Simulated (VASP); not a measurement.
# Cs (P6_3/mmc) in VASP: a series of runs

The runs below take Cs through single point, with PBEsol.

All numbers are computed with VASP 6.6.1; they aren't measurements. Logs are shortened: lines on timing, memory, paths and dates and some standing lists are left out, and cuts for length are marked.

## 1. The cell of the first run

The structure is hexagonal, space group P6_3/mmc (No. 194). The conventional cell has a = 5.095 Å, b = 5.095 Å, c = 8.254 Å, α = 90.00°, β = 90.00°, γ = 120.00°.

## 2. Single point, PBEsol (volume scaled by 0.84)

INCAR

```
PREC = Accurate
ENCUT = 520
EDIFF = 1E-6
ISMEAR = -1
SIGMA = 0.08
LREAL = F
LASPH = T
NELM = 80
ALGO = Normal
ISIF = 2
LWAVE = F
LCHARG = F
GGA = PS
NBANDS = 16
```

KPOINTS

```
Automatic mesh
0
Gamma
  8 8 5
```

POSCAR

```
Cs
1.0
    5.0949566966      0.0000000000      0.0000000000
   -2.5474783483      4.4123619304      0.0000000000
    0.0000000000      0.0000000000      8.2538298486
Cs
2
Direct
    0.3333333333      0.6666666667      0.2500000000
    0.6666666667      0.3333333333      0.7500000000
```

Potentials or basis: VASP PAW PBE potentials, release 64 (Cs_sv).

Launch:

```bash
cat potpaw_PBE.64/Cs_sv/POTCAR > POTCAR
mpirun -np 1 vasp_std > vasp.out
```

OUTCAR:

```text
PREC = Accurate
   ENCUT = 520
   EDIFF = 1E-6
   ISMEAR = -1
   LREAL = F
   LASPH = T
   NELM = 80
   ISIF = 2
   GGA = PS

 ion  position               nearest neighbor table
   1  0.333  0.667  0.250-
   2  0.667  0.333  0.750-

  LATTYP: Found a hexagonal cell.
 ALAT       =     5.0949566966
 C/A-ratio  =     1.6200000000

  Lattice vectors:

 A1 = (   5.0949566966,   0.0000000000,   0.0000000000)
 A2 = (  -2.5474783483,   4.4123619304,   0.0000000000)
 A3 = (   0.0000000000,   0.0000000000,   8.2538298486)

Analysis of symmetry for initial positions (statically):
=====================================================================
 Subroutine PRICEL returns:
 Original cell was already a primitive cell.

 Routine SETGRP: Setting up the symmetry group for a
 hexagonal supercell.

 Subroutine GETGRP returns: Found 24 space group operations
 (whereof 12 operations were pure point group operations)
 out of a pool of 24 trial point group operations.

The static configuration has the point symmetry D_3d.
 The point group associated with its full space group is D_6h.

Analysis of symmetry for dynamics (positions and initial velocities):
=====================================================================
 Subroutine PRICEL returns:
 Original cell was already a primitive cell.

 Routine SETGRP: Setting up the symmetry group for a
 hexagonal supercell.

 Subroutine GETGRP returns: Found 24 space group operations
 (whereof 12 operations were pure point group operations)
 out of a pool of 24 trial point group operations.

The dynamic configuration has the point symmetry D_3d.
 The point group associated with its full space group is D_6h.

 Subroutine INISYM returns: Found 24 space group operations
 (whereof 12 operations are pure point group operations),
 and found     1 'primitive' translations

----------------------------------------------------------------------------------------

                                     Primitive cell

  volume of cell :     185.5526

  direct lattice vectors                    reciprocal lattice vectors
     5.094956697  0.000000000  0.000000000     0.196272522  0.113317993  0.000000000
    -2.547478348  4.412361930  0.000000000     0.000000000  0.226635987  0.000000000
     0.000000000  0.000000000  8.253829849     0.000000000  0.000000000  0.121155878

  length of vectors
     5.094956697  5.094956697  8.253829849     0.226635987  0.226635987  0.121155878

  position of ions in fractional coordinates (direct lattice)
     0.333333333  0.666666667  0.250000000
     0.666666667  0.333333333  0.750000000

  ion indices of the primitive-cell ions
   primitive index   ion index
                 1           1
                 2           2

----------------------------------------------------------------------------------------

 KPOINTS: Automatic mesh

Automatic generation of k-mesh.
 Grid dimensions read from file:
 generate k-points for:    8    8    5

 Generating k-lattice:

  Cartesian coordinates                     Fractional coordinates (reciprocal lattice)
     0.024534065  0.014164749  0.000000000     0.125000000 -0.000000000  0.000000000
     0.000000000  0.028329498  0.000000000     0.000000000  0.125000000  0.000000000
     0.000000000  0.000000000  0.024231176     0.000000000  0.000000000  0.200000000

  Length of vectors
     0.028329498  0.028329498  0.024231176

  Shift w.r.t. Gamma in fractional coordinates (k-lattice)
     0.000000000  0.000000000  0.000000000

 Subroutine IBZKPT returns following result:
 ===========================================

 Found     30 irreducible k-points:

 Following reciprocal coordinates:
            Coordinates               Weight
  0.000000  0.000000  0.000000      1.000000
  0.125000  0.000000  0.000000      6.000000
  0.250000  0.000000  0.000000      6.000000
  0.375000 -0.000000  0.000000      6.000000
  0.500000  0.000000  0.000000      3.000000
  0.125000  0.125000  0.000000      6.000000
[... 16 lines left out ...]
  0.250000  0.000000  0.400000     12.000000
  0.375000 -0.000000  0.400000     12.000000
 [... further k-points ...]
   k-points           NKPTS =     30   k-points in BZ     NKDIM =     30   number of bands    NBANDS=     16
   number of dos      NEDOS =    301   number of ions     NIONS =      2
   total plane-waves  NPLWV = 102400
   dimension x,y,z NGX =    40 NGY =   40 NGZ =   64
   dimension x,y,z NGXF=    80 NGYF=   80 NGZF=  128
   ions per type =               2
   NGX,Y,Z   is equivalent  to a cutoff of  13.05, 13.05, 12.89 a.u.
   NGXF,Y,Z  is equivalent  to a cutoff of  26.10, 26.10, 25.78 a.u.
 SYSTEM =  unknown system
   PREC   = accura    normal or accurate (medium, high low for compatibility)
   ISTART =      0    job   : 0-new  1-cont  2-samecut
   ICHARG =      2    charge: 1-file 2-atom 10-const
   ISPIN  =      1    spin polarized calculation?
   LNONCOLLINEAR =      F non collinear calculations
   LSORBIT =      F    spin-orbit coupling
   LASPH  =      T    aspherical Exc in radial PAW
   ENCUT  =  520.0 eV  38.22 Ry    6.18 a.u.   9.47  9.47 15.35*2*pi/ulx,y,z
   NELM   =     80;   NELMIN=  2; NELMDL= -5     # of ELM steps
   EDIFF  = 0.1E-05   stopping-criterion for ELM
   LREAL  =      F    real-space projection
   EDIFFG = 0.1E-04   stopping-criterion for IOM
   NSW    =      0    number of steps for IOM
   IBRION =     -1    ionic relax: 0-MD 1-quasi-New 2-CG
   NFREE  =      0    steps in history (QN), initial steepest desc. (CG)
   ISIF   =      2    stress and relaxation
   ISYM   =      2    0-nonsym 1-usesym 2-fastsym
   POTIM  = 0.5000    time-step for ionic-motion
   TEBEG  =    0.0;   TEEND  =   0.0 temperature during run
   PSTRESS=    0.0 pullay stress
   NELECT =      18.0000    total number of electrons
   NUPDOWN=      -1.0000    fix difference up-down
   EMIN   =  10.00;   EMAX   =-10.00  energy-range for DOS
   EFERMI =   0.00;   METHOD = LEGACY
   ISMEAR =    -1;   SIGMA  =   0.08  broadening in eV -4-tet -1-fermi 0-gaus
   EFERMI_NEDOS =   21; number of points for ismear=-14 and -15
   IALGO  =     38    algorithm
   IMIX   =      4    mixing-type and parameters
     AMIX     =   0.40;   BMIX     =  1.00
     AMIX_MAG =   1.60;   BMIX_MAG =  1.00
  volume/ion in A,a.u.               =      92.78       626.09
  Fermi-wavevector in a.u.,A,eV,Ry     =   0.752217  1.421484  7.698595  0.565831
  Thomas-Fermi vector in A             =   1.849377
   LORBIT       =      0    0 simple, 1 ext, 2 COOP (PROOUT), +10 PAW based schemes
   GGA     = PS    functional components
   LHFCALC =     F    Hartree Fock is set to
   AEXX    =    0.0000 exact exchange contribution
   IVDW    =     0    specifies the selected vdW correction
   LEPSILON=     F    determine dielectric tensor
   LRPA    =     F    only Hartree local field effects (RPA)
 non-spin polarized calculation
  energy-cutoff  :      520.00
  volume of cell :      185.55
 maximum number of plane-waves:      5059
 NGX is ok and might be reduce to    40

 number of electron      18.0000000 magnetization

 Free energy of the ion-electron system (eV)
  ---------------------------------------------------
  ext. energy  EPLUGINS =         0.00000000
  ---------------------------------------------------
  free energy    TOTEN  =        -1.87042509 eV

  energy without entropy =       -1.81060307  energy(sigma->0) =       -1.84051408

 E-fermi :   0.9436     XC(G=0):  -6.0682

 val. band max:        0.9229558045   @ k =   0.2500   0.1250   0.4000
 cond. band min:       0.9470043206   @ k =   0.5000   0.0000   0.4000
 fundamental gap:      0.0240485161
 Fermi energy:         0.9435858332

 k-point     1 :       0.0000    0.0000    0.0000
  band No.  band energies     occupation
      1     -22.7800      2.00000
      2     -22.7625      2.00000
      3      -9.7345      2.00000
      4      -9.4912      2.00000
      5      -9.4912      2.00000
      6      -9.4529      2.00000
[... 8 lines left out ...]
     15       3.8335      0.00000
     16       3.8335      0.00000

 k-point     2 :       0.1250    0.0000    0.0000
  band No.  band energies     occupation
      1     -22.7778      2.00000
      2     -22.7615      2.00000
      3      -9.7206      2.00000
      4      -9.5224      2.00000
      5      -9.5010      2.00000
      6      -9.4853      2.00000
[... 8 lines left out ...]
     15       3.8017      0.00000
     16       3.8790      0.00000

 k-point     3 :       0.2500    0.0000    0.0000
  band No.  band energies     occupation
      1     -22.7723      2.00000
      2     -22.7593      2.00000
      3      -9.6832      2.00000
      4      -9.5981      2.00000
      5      -9.5598      2.00000
      6      -9.5235      2.00000
[... 8 lines left out ...]
     15       3.6718      0.00000
     16       4.1089      0.00000

 k-point     4 :       0.3750   -0.0000    0.0000
  band No.  band energies     occupation
      1     -22.7663      2.00000
      2     -22.7577      2.00000
      3      -9.6734      2.00000
      4      -9.6359      2.00000
      5      -9.6295      2.00000
      6      -9.5450      2.00000
[... 8 lines left out ...]
     15       3.4184      0.00000
     16       4.7732      0.00000
[... 324 lines left out ...]
 k-point    22 :       0.1250    0.0000    0.4000
  band No.  band energies     occupation
      1     -22.7722      2.00000
      2     -22.7671      2.00000
      3      -9.6392      2.00000
      4      -9.5645      2.00000
      5      -9.5021      2.00000
      6      -9.4860      2.00000
[... 8 lines left out ...]
     15       3.5265      0.00000
     16       3.6403      0.00000

 k-point    23 :       0.2500    0.0000    0.4000
  band No.  band energies     occupation
      1     -22.7678      2.00000
      2     -22.7638      2.00000
      3      -9.6540      2.00000
      4      -9.6173      2.00000
      5      -9.5406      2.00000
      6      -9.5050      2.00000
[... 8 lines left out ...]
     15       3.7692      0.00000
     16       3.9464      0.00000

 k-point    24 :       0.3750   -0.0000    0.4000
  band No.  band energies     occupation
      1     -22.7633      2.00000
      2     -22.7607      2.00000
      3      -9.6999      2.00000
      4      -9.6812      2.00000
      5      -9.5444      2.00000
      6      -9.5236      2.00000
[... 8 lines left out ...]
     15       3.7995      0.00000
     16       4.2269      0.00000

 [... further k-points ...]
[... 5 lines left out ...]
  --------------------------------------------------------------------------------------
  -------------------------------------------------------------------------------------
  Total        0.4844156      0.4844156      0.4756125      0.0000000      0.0000000      0.0000000
  in kB        4.1827465      4.1827465      4.1067356      0.0000000      0.0000000      0.0000000
  external PRESSURE =       4.1574095 kB  Pullay stress =       0.0000000 kB

 VOLUME and BASIS-vectors are now :
 -----------------------------------------------------------------------------
  energy-cutoff  :      520.00
  volume of cell :      185.55
      direct lattice vectors                 reciprocal lattice vectors
     5.094956697  0.000000000  0.000000000     0.196272522  0.113317993  0.000000000
    -2.547478348  4.412361930  0.000000000     0.000000000  0.226635987  0.000000000
     0.000000000  0.000000000  8.253829849     0.000000000  0.000000000  0.121155878

 POSITION                                       TOTAL-FORCE (eV/Angst)
 -----------------------------------------------------------------------------------
     -0.00000      2.94157      2.06346         0.000000     -0.000000      0.000000
      2.54748      1.47079      6.19037        -0.000000      0.000000      0.000000
 -----------------------------------------------------------------------------------
    total drift:                               -0.000000      0.000000     -0.000000

  FREE ENERGIE OF THE ION-ELECTRON SYSTEM (eV)
  ---------------------------------------------------
  free  energy   TOTEN  =        -1.8704250929 eV

  energy  without entropy=       -1.8106030740  energy(sigma->0) =       -1.84051408
```

Run time: 25 s. Hardware: 1 thread of Intel Xeon 6975P-C (Granite Rapids), shared host; peak memory 0.32 GiB.

Results:

* Free energy: -1.8704 eV
* Pressure: 0.4 GPa
* Band gap on the k mesh: zero (band 9 reaches 1.45 eV, above the bottom of band 10 at 0.08 eV)

Caveat: the cell differs from its parent crystal (volume scaled by 0.84); the PAW data sets were made with another functional, which shifts forces and pressure a little; spin-orbit coupling is left out, which moves the levels of the heavy elements.

## 3. Single point, PBEsol

This run uses another cell than the first one, of 101.61 Å³/atom, 1.095 times its volume.

INCAR

```
SYSTEM = Cs
ALGO = Normal
EDIFF = 1E-6
ENCUT = 520
GGA = PS
ISIF = 2
ISMEAR = -1
LASPH = .True.
LCHARG = .False.
LREAL = .False.
LWAVE = .False.
NBANDS = 16
NELM = 80
PREC = Accurate
SIGMA = 0.08
```

KPOINTS

```
k-points
0
Gamma
  8 8 5
  0 0 0
```

POSCAR

```
Cs
1.0
    5.2518221549      0.0000000000      0.0000000000
   -2.6259110775      4.5482114023      0.0000000000
    0.0000000000      0.0000000000      8.5079518910
Cs
2
Direct
    0.3333333333      0.6666666667      0.2500000000
    0.6666666667      0.3333333333      0.7500000000
```

Potentials or basis: VASP PAW PBE potentials, release 64 (Cs_sv).

Launch:

```bash
cat potpaw_PBE.64/Cs_sv/POTCAR > POTCAR
mpirun -np 1 vasp_std > vasp.out
```

Run time: 29 s. Hardware: 1 thread of Intel Xeon 6975P-C (Granite Rapids), shared host; peak memory 0.33 GiB.

The run converged. Its results:

* Free energy: -1.9022 eV
* Pressure: 0.2 GPa
* Band gap on the k mesh: zero (band 9 reaches 1.21 eV, above the bottom of band 10 at -0.17 eV)

Levels at points of the mesh, in eV from the Fermi level:
```
           k point  band 5  band 6  band 7  band 8  band 9  band 10  band 11  band 12  band 13  band 14
(0.00, 0.00, 0.00)  -10.49  -10.46  -10.46  -10.46   -1.80    -0.06     0.93     2.45     2.45     2.52
(0.50, 0.00, 0.00)  -10.58  -10.54  -10.51  -10.49   -0.02     0.36     0.73     0.97     1.77     2.18
```

Caveat: the PAW data sets were made with another functional, which shifts forces and pressure a little; spin-orbit coupling is left out, which moves the levels of the heavy elements.

## 4. Single point, PBEsol

INCAR

```
PREC = Accurate ; ENCUT = 520
EDIFF = 1E-7 ; ISMEAR = -1
SIGMA = 0.08 ; LREAL = False
LASPH = True ; NELM = 60
ALGO = Normal ; ISIF = 2
LWAVE = False ; LCHARG = False
GGA = PS ; NBANDS = 16
```

KPOINTS

```
regular mesh
0
Gamma
  8 8 5
```

POSCAR is that of step 3.

Launch:

```bash
cat potpaw_PBE.64/Cs_sv/POTCAR > POTCAR
mpirun -np 1 vasp_std > vasp.out
```

Run time: 33 s. Hardware: 1 thread of Intel Xeon 6975P-C (Granite Rapids), shared host; peak memory 0.32 GiB.

It converged, with:

| Item | Value |
| --- | --- |
| Free energy | -1.9022 eV |
| Pressure | 0.2 GPa |
| Band gap on the k mesh | zero (band 9 reaches 1.21 eV, above the bottom of band 10 at -0.17 eV) |

Levels at points of the mesh, in eV from the Fermi level:
```tsv
k point	band 7	band 8	band 9	band 10	band 11	band 12
(0.00, 0.00, 0.00)	-10.46	-10.46	-1.80	-0.06	0.93	2.45
(0.50, 0.00, 0.00)	-10.51	-10.49	-0.02	0.36	0.73	0.97
```

Caveat: the PAW data sets were made with another functional, which shifts forces and pressure a little; spin-orbit coupling is left out, which moves the levels of the heavy elements.

## 5. Single point, PBEsol

This run uses another cell than the first one, of 110.45 Å³/atom, 1.190 times its volume.

INCAR

```
SYSTEM = Cs
ALGO = Normal
EDIFF = 1E-6
ENCUT = 520
GGA = PS
ISIF = 2
ISMEAR = -1
LASPH = .TRUE.
LCHARG = .FALSE.
LREAL = .FALSE.
LWAVE = .FALSE.
NBANDS = 16
NELM = 100
PREC = Accurate
SIGMA = 0.08
```

KPOINTS

```
k-points
0
G
  8 8 5
  0 0 0
```

POSCAR

```
Cs
1.0
    5.3998380542      0.0000000000      0.0000000000
   -2.6999190271      4.6763969313      0.0000000000
    0.0000000000      0.0000000000      8.7477376479
Cs
2
Direct
    0.3333333333      0.6666666667      0.2500000000
    0.6666666667      0.3333333333      0.7500000000
```

Launch:

```bash
cat potpaw_PBE.64/Cs_sv/POTCAR > POTCAR
mpirun -np 1 vasp_std > vasp.out
```

Run time: 53 s. Hardware: 1 thread of AMD EPYC 7R13 (Zen 3), shared host; peak memory 0.32 GiB.

It converged, with:

- Free energy: -1.9096 eV
- Pressure: 0.0 GPa
- Band gap on the k mesh: zero (band 9 reaches 1.00 eV, above the bottom of band 10 at -0.36 eV)

Levels at points of the mesh, in eV from the Fermi level:
```
           k point  band 6  band 7  band 8  band 9  band 10  band 11  band 12  band 13
(0.00, 0.00, 0.00)  -10.52  -10.52  -10.52   -1.72    -0.03     0.84     2.42     2.42
(0.50, 0.00, 0.00)  -10.58  -10.56  -10.54   -0.02     0.35     0.78     0.97     1.70
```

Caveat: the PAW data sets were made with another functional, which shifts forces and pressure a little; spin-orbit coupling is left out, which moves the levels of the heavy elements.

## 6. Summary

```csv
cell,gap on the mesh (eV),pressure (GPa)
"a = 5.095, b = 5.095, c = 8.254 Å, angles 90.0, 90.0, 120.0°, 2 atoms",none,0.4
"a = 5.252, b = 5.252, c = 8.508 Å, angles 90.0, 90.0, 120.0°, 2 atoms",none,0.2
"a = 5.400, b = 5.400, c = 8.748 Å, angles 90.0, 90.0, 120.0°, 2 atoms",none,0.0
```

Alike in all rows: task single point; level PBEsol; potentials or basis VASP PAW PBE potentials, release 64 (Cs_sv); no spin polarisation; k mesh 8 × 8 × 5; cutoff (eV) 520; smearing fermi-dirac 0.08 eV.

Caveats: the PAW data sets were made with another functional, which shifts forces and pressure a little; spin-orbit coupling is left out, which moves the levels of the heavy elements.

Total energies depend on the potentials used, so only differences within one code and one set of settings carry meaning.
